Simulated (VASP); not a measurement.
Crystal: HoSiI4.

```
Ho Si I
1.0
     7.37084    0.00000    0.00000
     0.00000    4.26118    0.00000
    -0.97230    0.00000    7.60004
Ho Si I
1 1 4
Direct
  0.50000 0.50000 0.50000
  0.00000 0.00000 0.00000
  0.26403 0.00000 0.63675
  0.74459 0.50000 0.85981
  0.25541 0.50000 0.14019
  0.73597 0.00000 0.36325
```

The cell was generated, and may not be a known phase.

```yaml
Program: VASP 6.6.1
Task: relaxation of cell and atoms
Functional: PBE
Potentials_or_basis: VASP PAW PBE potentials, release 64 (Ho_3, Si, I), 4f in core
Cutoff: 500 eV
k_mesh: 4 × 8 × 4
Occupations: gaussian, width 0.1 eV
Spin: no spin polarisation
```

At the start: pressure 0.0 GPa; volume 39.78 Å³/atom.

How do energy, volume and symmetry change on relaxing?

Over 49 steps the energy falls by 10.3 meV/atom and the volume is 44.60 Å³/atom (+12.1 %); space group P2/m (No. 10, to 0.1 Å) before and after.

The path:
```tsv
step	energy change (eV)	largest force (eV/Å)	pressure (GPa)	volume (Å³)
1	0.0000	0.0365	0.04	238.71
3	-0.0044	0.0998	0.00	239.49
5	-0.0079	0.0398	0.20	240.31
7	-0.0108	0.0662	0.00	243.66
9	-0.0111	0.0784	-0.09	245.37
11	-0.0160	0.0697	-0.02	248.13
13	-0.0172	0.1198	0.04	250.23
15	-0.0249	0.0446	-0.07	257.72
17	-0.0257	0.0434	-0.07	260.42
19	-0.0287	0.0445	0.15	260.99
21	-0.0305	0.0405	-0.01	264.02
23	-0.0312	0.0299	-0.01	264.58
25	-0.0316	0.0334	0.01	264.65
27	-0.0332	0.0693	0.15	264.61
29	-0.0335	0.0686	0.14	264.81
31	-0.0348	0.0655	0.09	265.72
33	-0.0372	0.0638	-0.10	269.29
35	-0.0411	0.0668	-0.10	270.59
37	-0.0420	0.0840	-0.12	271.45
39	-0.0490	0.1002	0.18	268.28
41	-0.0514	0.1366	-0.18	270.49
43	-0.0552	0.0959	-0.05	269.59
45	-0.0599	0.0551	-0.09	269.13
47	-0.0618	0.0235	0.06	267.16
49	-0.0620	0.0088	0.01	267.62
```

Final structure:
```
CELL_PARAMETERS angstrom
8.52974 0.00000 -1.16174
0.00000 4.29990 0.00000
-2.38052 0.00000 7.62087
ATOMIC_POSITIONS crystal
Ho 0.50000 0.50000 0.50000
Si 0.00000 0.00000 0.00000
I 0.29003 0.00000 0.57526
I 0.74195 0.50000 0.91274
I 0.25805 0.50000 0.08726
I 0.70997 0.00000 0.42474
```

Caveat: a cell axis changed by over 15 % at a fixed basis, so the end point is rough; an odd number of electrons without spin polarisation forces a metal; a magnetic or distorted state may lie lower; the run has no spin polarisation, though such a crystal can be magnetic.
